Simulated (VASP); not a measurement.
# S (Fm-3m) in VASP: further runs

S is run at these levels: PBE; tasks: single point.

Program: VASP 6.6.1. These are calculated values, not measurements. Logs are shortened: lines on timing, memory, paths and dates and some standing lists are left out, and cuts for length are marked.

## (1) The cell of the first run

It takes space group Fm-3m (No. 225, cubic). The conventional cell has a = 3.779 Å, b = 3.779 Å, c = 3.779 Å, α = 90.00°, β = 90.00°, γ = 90.00°. S (site symmetry m-3m) has 12 S at 2.67 Å within 3.5 Å.

## (2) Single point, PBE (volume scaled by 0.85)

The input, INCAR:

```
SYSTEM = S
PREC = Accurate
ENCUT = 520
EDIFF = 1E-6
ISMEAR = -1
SIGMA = 0.08
LREAL = .False.
LASPH = .True.
NELM = 60
ALGO = Normal
ISIF = 2
LWAVE = .False.
LCHARG = .False.
GGA = PE
NBANDS = 9
```

The input, KPOINTS:

```
regular mesh
0
Gamma
  16 16 16
  0 0 0
```

The input, POSCAR:

```
S
1.0
    0.0000000000      1.8897067073      1.8897067073
    1.8897067073      0.0000000000      1.8897067073
    1.8897067073      1.8897067073      0.0000000000
S
1
Direct
    0.0000000000      0.0000000000      0.0000000000
```

Potentials or basis: VASP PAW PBE potentials, release 64 (S).

The run is started by

```
$ cat potpaw_PBE.64/S/POTCAR > POTCAR
$ mpirun -np 1 vasp_std > vasp.out
```

OUTCAR:

```text
SYSTEM = S
   PREC = Accurate
   ENCUT = 520
   EDIFF = 1E-6
   ISMEAR = -1
   LREAL = .False.
   LASPH = .True.
   NELM = 60
   ISIF = 2
   GGA = PE

 ion  position               nearest neighbor table
   1  0.000  0.000  0.000-

  LATTYP: Found a face centered cubic cell.
 ALAT       =     3.7794134146

  Lattice vectors:

 A1 = (   0.0000000000,   1.8897067073,   1.8897067073)
 A2 = (   1.8897067073,   0.0000000000,   1.8897067073)
 A3 = (   1.8897067073,   1.8897067073,   0.0000000000)

Analysis of symmetry for initial positions (statically):
=====================================================================
 Subroutine PRICEL returns:
 Original cell was already a primitive cell.

 Routine SETGRP: Setting up the symmetry group for a
 face centered cubic supercell.

 Subroutine GETGRP returns: Found 48 space group operations
 (whereof 48 operations were pure point group operations)
 out of a pool of 48 trial point group operations.

The static configuration has the point symmetry O_h .

Analysis of symmetry for dynamics (positions and initial velocities):
=====================================================================
 Subroutine PRICEL returns:
 Original cell was already a primitive cell.

 Routine SETGRP: Setting up the symmetry group for a
 face centered cubic supercell.

 Subroutine GETGRP returns: Found 48 space group operations
 (whereof 48 operations were pure point group operations)
 out of a pool of 48 trial point group operations.

The dynamic configuration has the point symmetry O_h .

 Subroutine INISYM returns: Found 48 space group operations
 (whereof 48 operations are pure point group operations),
 and found     1 'primitive' translations

----------------------------------------------------------------------------------------

                                     Primitive cell

  volume of cell :      13.4963

  direct lattice vectors                    reciprocal lattice vectors
     0.000000000  1.889706707  1.889706707    -0.264591324  0.264591324  0.264591324
     1.889706707  0.000000000  1.889706707     0.264591324 -0.264591324  0.264591324
     1.889706707  1.889706707  0.000000000     0.264591324  0.264591324 -0.264591324

  length of vectors
     2.672448854  2.672448854  2.672448854     0.458285617  0.458285617  0.458285617

  position of ions in fractional coordinates (direct lattice)
     0.000000000  0.000000000  0.000000000

  ion indices of the primitive-cell ions
   primitive index   ion index
                 1           1

----------------------------------------------------------------------------------------

 KPOINTS: regular mesh

Automatic generation of k-mesh.
 Grid dimensions read from file:
 generate k-points for:   16   16   16

 Generating k-lattice:

  Cartesian coordinates                     Fractional coordinates (reciprocal lattice)
    -0.016536958  0.016536958  0.016536958     0.062500000  0.000000000  0.000000000
     0.016536958 -0.016536958  0.016536958     0.000000000  0.062500000  0.000000000
     0.016536958  0.016536958 -0.016536958     0.000000000  0.000000000  0.062500000

  Length of vectors
     0.028642851  0.028642851  0.028642851

  Shift w.r.t. Gamma in fractional coordinates (k-lattice)
     0.000000000  0.000000000  0.000000000

 Subroutine IBZKPT returns following result:
 ===========================================

 Found    145 irreducible k-points:

 Following reciprocal coordinates:
            Coordinates               Weight
  0.000000  0.000000  0.000000      1.000000
  0.062500  0.000000  0.000000      8.000000
  0.125000  0.000000  0.000000      8.000000
  0.187500  0.000000  0.000000      8.000000
  0.250000  0.000000  0.000000      8.000000
  0.312500  0.000000  0.000000      8.000000
[... 16 lines left out ...]
 -0.125000  0.062500  0.000000     24.000000
 -0.062500  0.062500  0.000000     12.000000
 [... further k-points ...]
   k-points           NKPTS =    145   k-points in BZ     NKDIM =    145   number of bands    NBANDS=      9
   number of dos      NEDOS =    301   number of ions     NIONS =      1
   total plane-waves  NPLWV =   8000
   dimension x,y,z NGX =    20 NGY =   20 NGZ =   20
   dimension x,y,z NGXF=    40 NGYF=   40 NGZF=   40
   ions per type =               1
   NGX,Y,Z   is equivalent  to a cutoff of  12.44, 12.44, 12.44 a.u.
   NGXF,Y,Z  is equivalent  to a cutoff of  24.88, 24.88, 24.88 a.u.
 SYSTEM =  S
   PREC   = accura    normal or accurate (medium, high low for compatibility)
   ISTART =      0    job   : 0-new  1-cont  2-samecut
   ICHARG =      2    charge: 1-file 2-atom 10-const
   ISPIN  =      1    spin polarized calculation?
   LNONCOLLINEAR =      F non collinear calculations
   LSORBIT =      F    spin-orbit coupling
   LASPH  =      T    aspherical Exc in radial PAW
   ENCUT  =  520.0 eV  38.22 Ry    6.18 a.u.   4.97  4.97  4.97*2*pi/ulx,y,z
   NELM   =     60;   NELMIN=  2; NELMDL= -5     # of ELM steps
   EDIFF  = 0.1E-05   stopping-criterion for ELM
   LREAL  =      F    real-space projection
   EDIFFG = 0.1E-04   stopping-criterion for IOM
   NSW    =      0    number of steps for IOM
   IBRION =     -1    ionic relax: 0-MD 1-quasi-New 2-CG
   NFREE  =      0    steps in history (QN), initial steepest desc. (CG)
   ISIF   =      2    stress and relaxation
   ISYM   =      2    0-nonsym 1-usesym 2-fastsym
   POTIM  = 0.5000    time-step for ionic-motion
   TEBEG  =    0.0;   TEEND  =   0.0 temperature during run
   PSTRESS=    0.0 pullay stress
   NELECT =       6.0000    total number of electrons
   NUPDOWN=      -1.0000    fix difference up-down
   EMIN   =  10.00;   EMAX   =-10.00  energy-range for DOS
   EFERMI =   0.00;   METHOD = LEGACY
   ISMEAR =    -1;   SIGMA  =   0.08  broadening in eV -4-tet -1-fermi 0-gaus
   EFERMI_NEDOS =   21; number of points for ismear=-14 and -15
   IALGO  =     38    algorithm
   IMIX   =      4    mixing-type and parameters
     AMIX     =   0.40;   BMIX     =  1.00
     AMIX_MAG =   1.60;   BMIX_MAG =  1.00
  volume/ion in A,a.u.               =      13.50        91.08
  Fermi-wavevector in a.u.,A,eV,Ry     =   1.249456  2.361129 21.240591  1.561139
  Thomas-Fermi vector in A             =   2.383495
   LORBIT       =      0    0 simple, 1 ext, 2 COOP (PROOUT), +10 PAW based schemes
   GGA     = PE    functional components
   LHFCALC =     F    Hartree Fock is set to
   AEXX    =    0.0000 exact exchange contribution
   IVDW    =     0    specifies the selected vdW correction
   LEPSILON=     F    determine dielectric tensor
   LRPA    =     F    only Hartree local field effects (RPA)
 non-spin polarized calculation
  energy-cutoff  :      520.00
  volume of cell :       13.50
 maximum number of plane-waves:       380
   NGX =  9   NGY =  9   NGZ =  9

 number of electron       6.0000002 magnetization

 Free energy of the ion-electron system (eV)
  ---------------------------------------------------
  ext. energy  EPLUGINS =         0.00000000
  ---------------------------------------------------
  free energy    TOTEN  =        -2.72668334 eV

  energy without entropy =       -2.71459796  energy(sigma->0) =       -2.72064065

 E-fermi :   9.9699     XC(G=0): -11.9535

 val. band max:        9.9296223670   @ k =  -0.3750   0.3125   0.0625
 cond. band min:       9.9741028774   @ k =  -0.4375   0.3125   0.0000
 fundamental gap:      0.0444805104
 Fermi energy:         9.9699340006

 k-point     1 :       0.0000    0.0000    0.0000
  band No.  band energies     occupation
      1      -8.5404      2.00000
      2      14.0720      0.00000
      3      14.0720      0.00000
      4      14.0720      0.00000
      5      22.0942      0.00000
      6      22.0942      0.00000
      7      22.0942      0.00000
      8      27.0430      0.00000
      9      28.2157      0.00000

 k-point     2 :       0.0625    0.0000    0.0000
  band No.  band energies     occupation
      1      -8.4320      2.00000
      2      13.4061      0.00000
      3      13.9728      0.00000
      4      13.9728      0.00000
      5      21.9727      0.00000
      6      22.2997      0.00000
      7      22.2997      0.00000
      8      27.3435      0.00000
      9      27.8650      0.00000

 k-point     3 :       0.1250    0.0000    0.0000
  band No.  band energies     occupation
      1      -8.1083      2.00000
      2      11.7508      0.00000
      3      13.7162      0.00000
      4      13.7162      0.00000
      5      21.6274      0.00000
      6      22.7876      0.00000
      7      22.7876      0.00000
      8      27.1782      0.00000
      9      27.1782      0.00000

 k-point     4 :       0.1875    0.0000    0.0000
  band No.  band energies     occupation
      1      -7.5736      2.00000
      2       9.6456      1.96587
      3      13.3881      0.00000
      4      13.3881      0.00000
      5      21.1824      0.00000
      6      23.1192      0.00000
      7      23.1192      0.00000
      8      26.9091      0.00000
      9      26.9091      0.00000
[... 205 lines left out ...]
 k-point    22 :      -0.1875    0.0625    0.0000
  band No.  band energies     occupation
      1      -7.2553      2.00000
      2       8.9473      1.99999
      3      12.2752      0.00000
      4      13.6364      0.00000
      5      21.3087      0.00000
      6      22.9753      0.00000
      7      23.3000      0.00000
      8      25.8663      0.00000
      9      27.0819      0.00000

 k-point    23 :      -0.1250    0.0625    0.0000
  band No.  band energies     occupation
      1      -7.8576      2.00000
      2      11.0604      0.00000
      3      12.7064      0.00000
      4      13.9156      0.00000
      5      21.5578      0.00000
      6      22.7930      0.00000
      7      23.3315      0.00000
      8      26.0071      0.00000
      9      26.9571      0.00000

 k-point    24 :      -0.0625    0.0625    0.0000
  band No.  band energies     occupation
      1      -8.2518      2.00000
      2      12.7142      0.00000
      3      13.2923      0.00000
      4      14.0488      0.00000
      5      21.7361      0.00000
      6      22.3864      0.00000
      7      22.9027      0.00000
      8      26.9119      0.00000
      9      27.3166      0.00000

 [... further k-points ...]

------------------------ aborting loop because EDIFF is reached ----------------------------------------

  FORCE on cell =-STRESS in cart. coord.  units (eV):
  Direction    XX          YY          ZZ          XY          YZ          ZX
  --------------------------------------------------------------------------------------
  -------------------------------------------------------------------------------------
  Total        1.4994932      1.4994932      1.4994932     -0.0000000      0.0000000      0.0000000
  in kB      178.0089627    178.0089627    178.0089627     -0.0000000      0.0000000      0.0000000
  external PRESSURE =     178.0089627 kB  Pullay stress =       0.0000000 kB

 VOLUME and BASIS-vectors are now :
 -----------------------------------------------------------------------------
  energy-cutoff  :      520.00
  volume of cell :       13.50
      direct lattice vectors                 reciprocal lattice vectors
     0.000000000  1.889706707  1.889706707    -0.264591324  0.264591324  0.264591324
     1.889706707  0.000000000  1.889706707     0.264591324 -0.264591324  0.264591324
     1.889706707  1.889706707  0.000000000     0.264591324  0.264591324 -0.264591324

 POSITION                                       TOTAL-FORCE (eV/Angst)
 -----------------------------------------------------------------------------------
      0.00000      0.00000      0.00000         0.000000      0.000000      0.000000
 -----------------------------------------------------------------------------------
    total drift:                                0.000000     -0.000000     -0.000000

  FREE ENERGIE OF THE ION-ELECTRON SYSTEM (eV)
  ---------------------------------------------------
  free  energy   TOTEN  =        -2.7266833445 eV

  energy  without entropy=       -2.7145979595  energy(sigma->0) =       -2.72064065
```

Wall time 9.2 s (1 thread of Intel Xeon 6975P-C, shared host); peak memory 0.13 GiB.

Results:

```yaml
Free_energy: -2.7267 eV
Pressure: 17.8 GPa
Band_gap_on_the_k_mesh: zero (band 3 reaches 14.07 eV, above the bottom of band 4 at 6.60 eV)
```

(Continued in part 2 of 2.)
